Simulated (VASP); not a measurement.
# SnO (P4/nmm) in VASP: a series of runs

SnO is run at these levels: PBE; tasks: single point.

Everything below comes from runs of VASP 6.6.1. Logs are shortened: lines on timing, memory, paths and dates and some standing lists are left out, and cuts for length are marked.

## Step 1: The cell of the first run

Symmetry: P4/nmm, No. 129, tetragonal system. The conventional cell has a = 3.926 Å, b = 3.926 Å, c = 5.143 Å, α = 90.00°, β = 90.00°, γ = 90.00°. Sn (site symmetry 4mm) has 4 O at 2.29 Å within 3.0 Å. O (site symmetry -4m2) has 4 Sn at 2.29 Å and 4 O at 2.78 Å within 3.0 Å.

## Step 2: Single point, PBE (strain +0.015 along x and y, +0.015 along z)

INCAR reads:

```
  PREC = Accurate
  ENCUT = 520
  EDIFF = 1E-6
  ISMEAR = 0
  SIGMA = 0.05
  LREAL = F
  LASPH = T
  NELM = 100
  ALGO = Normal
  ISIF = 2
  LWAVE = F
  LCHARG = F
  GGA = PE
  NBANDS = 28
```

KPOINTS reads:

```
Automatic mesh
0
Gamma
  10 10 8
```

POSCAR reads:

```
SnO
1.0
    3.9261933127      0.0000000000      0.0000000000
    0.0000000000      3.9261933127      0.0000000000
    0.0000000000      0.0000000000      5.1432860516
Sn O
2 2
Direct
    0.0000000000      0.5000000000      0.2287361932
    0.5000000000      0.0000000000      0.7712638068
    0.0000000000      0.0000000000      0.0000000000
    0.5000000000      0.5000000000      0.0000000000
```

Potentials or basis: VASP PAW PBE potentials, release 64 (Sn_d, O).

Run with:

```console
$ cat potpaw_PBE.64/Sn_d/POTCAR potpaw_PBE.64/O/POTCAR > POTCAR
$ mpirun -np 1 vasp_std > vasp.out
```

OUTCAR:

```text
PREC = Accurate
   ENCUT = 520
   EDIFF = 1E-6
   ISMEAR = 0
   LREAL = F
   LASPH = T
   NELM = 100
   ISIF = 2
   GGA = PE

 ion  position               nearest neighbor table
   1  0.000  0.500  0.229-   3 2.29   4 2.29   3 2.29   4 2.29   2 3.64   2 3.64   2 3.64   2 3.64

   2  0.500  0.000  0.771-   3 2.29   4 2.29   4 2.29   3 2.29   1 3.64   1 3.64   1 3.64   1 3.64

   3  0.000  0.000  0.000-   1 2.29   2 2.29   1 2.29   2 2.29
   4  0.500  0.500  0.000-   1 2.29   2 2.29   2 2.29   1 2.29

  LATTYP: Found a simple tetragonal cell.
 ALAT       =     3.9261933127
 C/A-ratio  =     1.3099930752

  Lattice vectors:

 A1 = (   3.9261933127,   0.0000000000,   0.0000000000)
 A2 = (   0.0000000000,   3.9261933127,   0.0000000000)
 A3 = (   0.0000000000,   0.0000000000,   5.1432860516)

Analysis of symmetry for initial positions (statically):
=====================================================================
 Subroutine PRICEL returns:
 Original cell was already a primitive cell.

 Routine SETGRP: Setting up the symmetry group for a
 simple tetragonal supercell.

 Subroutine GETGRP returns: Found 16 space group operations
 (whereof  8 operations were pure point group operations)
 out of a pool of 16 trial point group operations.

The static configuration has the point symmetry D_2d.
 The point group associated with its full space group is D_4h.

Analysis of symmetry for dynamics (positions and initial velocities):
=====================================================================
 Subroutine PRICEL returns:
 Original cell was already a primitive cell.

 Routine SETGRP: Setting up the symmetry group for a
 simple tetragonal supercell.

 Subroutine GETGRP returns: Found 16 space group operations
 (whereof  8 operations were pure point group operations)
 out of a pool of 16 trial point group operations.

The dynamic configuration has the point symmetry D_2d.
 The point group associated with its full space group is D_4h.

 Subroutine INISYM returns: Found 16 space group operations
 (whereof  8 operations are pure point group operations),
 and found     1 'primitive' translations

----------------------------------------------------------------------------------------

                                     Primitive cell
[... 86 lines left out ...]
   PREC   = accura    normal or accurate (medium, high low for compatibility)
   ISTART =      0    job   : 0-new  1-cont  2-samecut
   ICHARG =      2    charge: 1-file 2-atom 10-const
   ISPIN  =      1    spin polarized calculation?
   LNONCOLLINEAR =      F non collinear calculations
   LSORBIT =      F    spin-orbit coupling
   LASPH  =      T    aspherical Exc in radial PAW
   ENCUT  =  520.0 eV  38.22 Ry    6.18 a.u.   7.30  7.30  9.56*2*pi/ulx,y,z
   NELM   =    100;   NELMIN=  2; NELMDL= -5     # of ELM steps
   EDIFF  = 0.1E-05   stopping-criterion for ELM
   LREAL  =      F    real-space projection
   EDIFFG = 0.1E-04   stopping-criterion for IOM
   NSW    =      0    number of steps for IOM
   IBRION =     -1    ionic relax: 0-MD 1-quasi-New 2-CG
   NFREE  =      0    steps in history (QN), initial steepest desc. (CG)
   ISIF   =      2    stress and relaxation
   ISYM   =      2    0-nonsym 1-usesym 2-fastsym
   POTIM  = 0.5000    time-step for ionic-motion
   TEBEG  =    0.0;   TEEND  =   0.0 temperature during run
   PSTRESS=    0.0 pullay stress
   NELECT =      40.0000    total number of electrons
   NUPDOWN=      -1.0000    fix difference up-down
   EMIN   =  10.00;   EMAX   =-10.00  energy-range for DOS
   EFERMI =   0.00;   METHOD = LEGACY
   ISMEAR =     0;   SIGMA  =   0.05  broadening in eV -4-tet -1-fermi 0-gaus
   EFERMI_NEDOS =   21; number of points for ismear=-14 and -15
   IALGO  =     38    algorithm
   IMIX   =      4    mixing-type and parameters
     AMIX     =   0.40;   BMIX     =  1.00
     AMIX_MAG =   1.60;   BMIX_MAG =  1.00
  volume/ion in A,a.u.               =      19.82       133.76
  Fermi-wavevector in a.u.,A,eV,Ry     =   1.303267  2.462818 23.109571  1.698506
  Thomas-Fermi vector in A             =   2.434281
   LORBIT       =      0    0 simple, 1 ext, 2 COOP (PROOUT), +10 PAW based schemes
   GGA     = PE    functional components
   LHFCALC =     F    Hartree Fock is set to
   AEXX    =    0.0000 exact exchange contribution
   IVDW    =     0    specifies the selected vdW correction
   LEPSILON=     F    determine dielectric tensor
   LRPA    =     F    only Hartree local field effects (RPA)
 non-spin polarized calculation
 Gauss-broadening in eV      SIGMA  =   0.05
  energy-cutoff  :      520.00
  volume of cell :       79.28
 maximum number of plane-waves:      2163
 NGX is ok and might be reduce to    30
   NGX = 15   NGY = 15   NGZ = 19

 number of electron      39.9999992 magnetization

 Free energy of the ion-electron system (eV)
  ---------------------------------------------------
  ext. energy  EPLUGINS =         0.00000000
  ---------------------------------------------------
  free energy    TOTEN  =       -22.69530061 eV

  energy without entropy =      -22.69530061  energy(sigma->0) =      -22.69530061

 E-fermi :   5.7257     XC(G=0):  -9.6021

 val. band max:        5.5198497445   @ k =   0.0000   0.0000   0.0000
 cond. band min:       6.1613598876   @ k =   0.5000   0.5000   0.0000
 fundamental gap:      0.6415101431
 Fermi energy:         5.7256840463

 k-point     1 :       0.0000    0.0000    0.0000
  band No.  band energies     occupation
      1     -16.0085      2.00000
      2     -15.7181      2.00000
      3     -15.7126      2.00000
      4     -15.7126      2.00000
      5     -15.6942      2.00000
      6     -15.6768      2.00000
[... 733 lines left out ...]
     27      12.9368      0.00000
     28      15.0905      0.00000

 [... further k-points ...]
[... 5 lines left out ...]
  --------------------------------------------------------------------------------------
  -------------------------------------------------------------------------------------
  Total       -1.7019722     -1.7019722     -1.2827992      0.0000000      0.0000000      0.0000000
  in kB      -34.3937078    -34.3937078    -25.9229982      0.0000000      0.0000000      0.0000000
  external PRESSURE =     -31.5701379 kB  Pullay stress =       0.0000000 kB

 VOLUME and BASIS-vectors are now :
 -----------------------------------------------------------------------------
  energy-cutoff  :      520.00
  volume of cell :       79.28
      direct lattice vectors                 reciprocal lattice vectors
     3.926193313  0.000000000  0.000000000     0.254699634  0.000000000  0.000000000
     0.000000000  3.926193313  0.000000000     0.000000000  0.254699634  0.000000000
     0.000000000  0.000000000  5.143286052     0.000000000  0.000000000  0.194428229

 POSITION                                       TOTAL-FORCE (eV/Angst)
 -----------------------------------------------------------------------------------
      0.00000      1.96310      1.17646         0.000000     -0.000000     -0.479159
      1.96310      0.00000      3.96683        -0.000000      0.000000      0.479159
      0.00000      0.00000      0.00000         0.000000      0.000000      0.000000
      1.96310      1.96310      0.00000        -0.000000     -0.000000      0.000000
 -----------------------------------------------------------------------------------
    total drift:                                0.000000      0.000000      0.000000

  FREE ENERGIE OF THE ION-ELECTRON SYSTEM (eV)
  ---------------------------------------------------
  free  energy   TOTEN  =       -22.6953006066 eV

  energy  without entropy=      -22.6953006066  energy(sigma->0) =      -22.69530061
```

OSZICAR:

```text
N       E                     dE             d eps       ncg     rms          rms(c)
DAV:   1     0.412141142656E+03    0.41214E+03   -0.19903E+04  6044   0.208E+03
DAV:   2     0.376259465964E+02   -0.37452E+03   -0.35931E+03  6180   0.524E+02
DAV:   3    -0.235217597465E+02   -0.61148E+02   -0.59861E+02  6788   0.179E+02
DAV:   4    -0.265489821473E+02   -0.30272E+01   -0.30115E+01  6612   0.428E+01
DAV:   5    -0.266231966716E+02   -0.74215E-01   -0.74204E-01  6428   0.727E+00    0.118E+01
DAV:   6    -0.227955010250E+02    0.38277E+01   -0.19452E+01  9448   0.470E+01    0.535E+00
DAV:   7    -0.227185823104E+02    0.76919E-01   -0.24945E+00  6956   0.902E+00    0.253E+00
DAV:   8    -0.227013265566E+02    0.17256E-01   -0.32953E-01  6664   0.359E+00    0.815E-01
DAV:   9    -0.226941525439E+02    0.71740E-02   -0.50061E-02  9072   0.198E+00    0.261E-01
DAV:  10    -0.226960088023E+02   -0.18563E-02   -0.10248E-02  7824   0.846E-01    0.194E-01
DAV:  11    -0.226952640598E+02    0.74474E-03   -0.40317E-03  8964   0.505E-01    0.264E-02
DAV:  12    -0.226952973429E+02   -0.33283E-04   -0.38078E-04  6144   0.131E-01    0.270E-02
DAV:  13    -0.226953009644E+02   -0.36215E-05   -0.27056E-05  6804   0.351E-02    0.743E-03
DAV:  14    -0.226953006066E+02    0.35778E-06   -0.30331E-06  5464   0.108E-02
   1 F= -.22695301E+02 E0= -.22695301E+02  d E =-.693753E-11
```

Run time: 2.6 min. Hardware: 1 thread of Intel Xeon 6975P-C, shared host; peak memory 0.31 GiB.

What came out:

* Free energy: -22.6953 eV
* Pressure: -3.2 GPa
* Largest force: 0.479 eV/Å
* Band gap on the k mesh: 0.64 eV, indirect (least direct gap 1.86 eV)

Forces in eV/Å, atoms in the order of the input:
```
Sn   0.000  0.000 -0.479
Sn   0.000  0.000  0.479
O    0.000  0.000  0.000
O    0.000  0.000  0.000
```

Stress tensor (GPa, compression positive):
```
-3.44  0.00  0.00
 0.00 -3.44  0.00
 0.00  0.00 -2.59
```

Caveat: the cell differs from its parent crystal (strain +0.015 along x and y, +0.015 along z); spin-orbit coupling is left out, which moves the levels of the heavy elements.

## Step 3: Single point, PBE (strain +0.030 along x and y, +0.000 along z)

INCAR reads:

```
SYSTEM = SnO
PREC = Accurate
ENCUT = 520
EDIFF = 1E-6
ISMEAR = 0
SIGMA = 0.05
LREAL = .False.
LASPH = .True.
NELM = 100
ALGO = Normal
ISIF = 2
LWAVE = .False.
LCHARG = .True.
GGA = PE
LELF = .True.
LVHAR = .True.
NBANDS = 28
```

KPOINTS reads:

```
Automatic mesh
0
Gamma
  10 10 8
  0 0 0
```

POSCAR reads:

```
SnO
1.0
    3.9842158739      0.0000000000      0.0000000000
    0.0000000000      3.9842158739      0.0000000000
    0.0000000000      0.0000000000      5.0672768981
Sn O
2 2
Direct
    0.0000000000      0.5000000000      0.2287361932
    0.5000000000      0.0000000000      0.7712638068
    0.0000000000      0.0000000000      0.0000000000
    0.5000000000      0.5000000000      0.0000000000
```

Potentials or basis: VASP PAW PBE potentials, release 64 (Sn_d, O).

Run with:

```console
$ cat potpaw_PBE.64/Sn_d/POTCAR potpaw_PBE.64/O/POTCAR > POTCAR
$ mpirun -np 1 vasp_std > vasp.out
```

OUTCAR:

```text
SYSTEM = SnO
   PREC = Accurate
   ENCUT = 520
   EDIFF = 1E-6
   ISMEAR = 0
   LREAL = .False.
   LASPH = .True.
   NELM = 100
   ISIF = 2
   GGA = PE

 ion  position               nearest neighbor table
   1  0.000  0.500  0.229-   3 2.30   4 2.30   3 2.30   4 2.30   2 3.65   2 3.65   2 3.65   2 3.65

   2  0.500  0.000  0.771-   3 2.30   4 2.30   4 2.30   3 2.30   1 3.65   1 3.65   1 3.65   1 3.65

   3  0.000  0.000  0.000-   1 2.30   2 2.30   1 2.30   2 2.30
   4  0.500  0.500  0.000-   1 2.30   2 2.30   2 2.30   1 2.30

  LATTYP: Found a simple tetragonal cell.
 ALAT       =     3.9842158739
 C/A-ratio  =     1.2718379371

  Lattice vectors:

 A1 = (   3.9842158739,   0.0000000000,   0.0000000000)
 A2 = (   0.0000000000,   3.9842158739,   0.0000000000)
 A3 = (   0.0000000000,   0.0000000000,   5.0672768981)

Analysis of symmetry for initial positions (statically):
=====================================================================
 Subroutine PRICEL returns:
 Original cell was already a primitive cell.

 Routine SETGRP: Setting up the symmetry group for a
 simple tetragonal supercell.

 Subroutine GETGRP returns: Found 16 space group operations
 (whereof  8 operations were pure point group operations)
 out of a pool of 16 trial point group operations.

The static configuration has the point symmetry D_2d.
 The point group associated with its full space group is D_4h.

Analysis of symmetry for dynamics (positions and initial velocities):
=====================================================================
 Subroutine PRICEL returns:
 Original cell was already a primitive cell.

 Routine SETGRP: Setting up the symmetry group for a
 simple tetragonal supercell.

 Subroutine GETGRP returns: Found 16 space group operations
 (whereof  8 operations were pure point group operations)
 out of a pool of 16 trial point group operations.

The dynamic configuration has the point symmetry D_2d.
 The point group associated with its full space group is D_4h.

 Subroutine INISYM returns: Found 16 space group operations
[... 121 lines left out ...]
     AMIX_MAG =   1.60;   BMIX_MAG =  1.00
  volume/ion in A,a.u.               =      20.11       135.71
  Fermi-wavevector in a.u.,A,eV,Ry     =   1.297004  2.450983 22.887990  1.682220
  Thomas-Fermi vector in A             =   2.428424
   LORBIT       =      0    0 simple, 1 ext, 2 COOP (PROOUT), +10 PAW based schemes
   GGA     = PE    functional components
   LHFCALC =     F    Hartree Fock is set to
   AEXX    =    0.0000 exact exchange contribution
   IVDW    =     0    specifies the selected vdW correction
   LEPSILON=     F    determine dielectric tensor
   LRPA    =     F    only Hartree local field effects (RPA)
 non-spin polarized calculation
 Gauss-broadening in eV      SIGMA  =   0.05
  energy-cutoff  :      520.00
  volume of cell :       80.44
 maximum number of plane-waves:      2210
 NGX is ok and might be reduce to    30
   NGX = 15   NGY = 15   NGZ = 19

 number of electron      40.0000006 magnetization

 Free energy of the ion-electron system (eV)
  ---------------------------------------------------
  ext. energy  EPLUGINS =         0.00000000
  ---------------------------------------------------
  free energy    TOTEN  =       -22.65057373 eV

  energy without entropy =      -22.65057373  energy(sigma->0) =      -22.65057373

 E-fermi :   5.5439     XC(G=0):  -9.5394

 val. band max:        5.2424772329   @ k =   0.1000   0.1000   0.0000
 cond. band min:       6.0049794768   @ k =   0.5000   0.5000   0.0000
 fundamental gap:      0.7625022439
 Fermi energy:         5.5439198332

 k-point     1 :       0.0000    0.0000    0.0000
  band No.  band energies     occupation
      1     -16.1449      2.00000
      2     -15.8785      2.00000
      3     -15.8785      2.00000
      4     -15.8707      2.00000
      5     -15.8580      2.00000
      6     -15.8477      2.00000
[... 733 lines left out ...]
     27      12.7105      0.00000
     28      14.7536      0.00000

 [... further k-points ...]

------------------------ aborting loop because EDIFF is reached ----------------------------------------

  FORCE on cell =-STRESS in cart. coord.  units (eV):
  Direction    XX          YY          ZZ          XY          YZ          ZX
  --------------------------------------------------------------------------------------
  -------------------------------------------------------------------------------------
  Total       -2.6908532     -2.6908532     -1.2807339      0.0000000      0.0000000      0.0000000
  in kB      -53.5969681    -53.5969681    -25.5099214      0.0000000      0.0000000      0.0000000
  external PRESSURE =     -44.2346192 kB  Pullay stress =       0.0000000 kB

 VOLUME and BASIS-vectors are now :
 -----------------------------------------------------------------------------
  energy-cutoff  :      520.00
  volume of cell :       80.44
      direct lattice vectors                 reciprocal lattice vectors
     3.984215874  0.000000000  0.000000000     0.250990416  0.000000000  0.000000000
     0.000000000  3.984215874  0.000000000     0.000000000  0.250990416  0.000000000
     0.000000000  0.000000000  5.067276898     0.000000000  0.000000000  0.197344653

 POSITION                                       TOTAL-FORCE (eV/Angst)
 -----------------------------------------------------------------------------------
      0.00000      1.99211      1.15907        -0.000000     -0.000000     -0.504475
      1.99211      0.00000      3.90821         0.000000      0.000000      0.504475
      0.00000      0.00000      0.00000         0.000000      0.000000      0.000000
      1.99211      1.99211      0.00000         0.000000     -0.000000      0.000000
 -----------------------------------------------------------------------------------
    total drift:                                0.000000      0.000000      0.000000

  FREE ENERGIE OF THE ION-ELECTRON SYSTEM (eV)
  ---------------------------------------------------
  free  energy   TOTEN  =       -22.6505737298 eV

  energy  without entropy=      -22.6505737298  energy(sigma->0) =      -22.65057373
```

OSZICAR:

```text
N       E                     dE             d eps       ncg     rms          rms(c)
DAV:   1     0.413244286845E+03    0.41324E+03   -0.19847E+04  6068   0.207E+03
DAV:   2     0.392141311220E+02   -0.37403E+03   -0.35913E+03  6060   0.529E+02
DAV:   3    -0.232973455507E+02   -0.62511E+02   -0.61184E+02  6804   0.179E+02
DAV:   4    -0.265255111678E+02   -0.32282E+01   -0.32098E+01  6596   0.438E+01
DAV:   5    -0.266039967213E+02   -0.78486E-01   -0.78473E-01  6408   0.743E+00    0.118E+01
DAV:   6    -0.227796695891E+02    0.38243E+01   -0.20069E+01  9392   0.476E+01    0.550E+00
DAV:   7    -0.226747371063E+02    0.10493E+00   -0.26334E+00  6916   0.914E+00    0.253E+00
DAV:   8    -0.226564879957E+02    0.18249E-01   -0.33818E-01  6492   0.359E+00    0.818E-01
DAV:   9    -0.226494444403E+02    0.70436E-02   -0.50374E-02  8844   0.190E+00    0.267E-01
DAV:  10    -0.226513252197E+02   -0.18808E-02   -0.10887E-02  7940   0.852E-01    0.199E-01
DAV:  11    -0.226505370834E+02    0.78814E-03   -0.42691E-03  8964   0.498E-01    0.248E-02
DAV:  12    -0.226505697389E+02   -0.32655E-04   -0.38469E-04  6100   0.132E-01    0.245E-02
DAV:  13    -0.226505744070E+02   -0.46681E-05   -0.23770E-05  6400   0.320E-02    0.953E-03
DAV:  14    -0.226505737298E+02    0.67718E-06   -0.43701E-06  5452   0.144E-02
   1 F= -.22650574E+02 E0= -.22650574E+02  d E =-.409490E-19
```

It took 2.7 min on 1 thread of Intel Xeon 6975P-C, shared host; peak memory 0.31 GiB.

Results:

```
Free energy            : -22.6506 eV
Pressure               : -4.4 GPa
Largest force          : 0.504 eV/Å
Band gap on the k mesh : 0.76 eV, indirect (least direct gap 1.87 eV)
```

Forces in eV/Å, atoms in the order of the input:
```
Sn   0.000  0.000 -0.504
Sn   0.000  0.000  0.504
O    0.000  0.000  0.000
O    0.000  0.000  0.000
```

Stress tensor (GPa, compression positive):
```
-5.36  0.00  0.00
 0.00 -5.36  0.00
 0.00  0.00 -2.55
```

Caveat: the cell differs from its parent crystal (strain +0.030 along x and y, +0.000 along z); spin-orbit coupling is left out, which moves the levels of the heavy elements.

(Continued in part 2 of 2.)
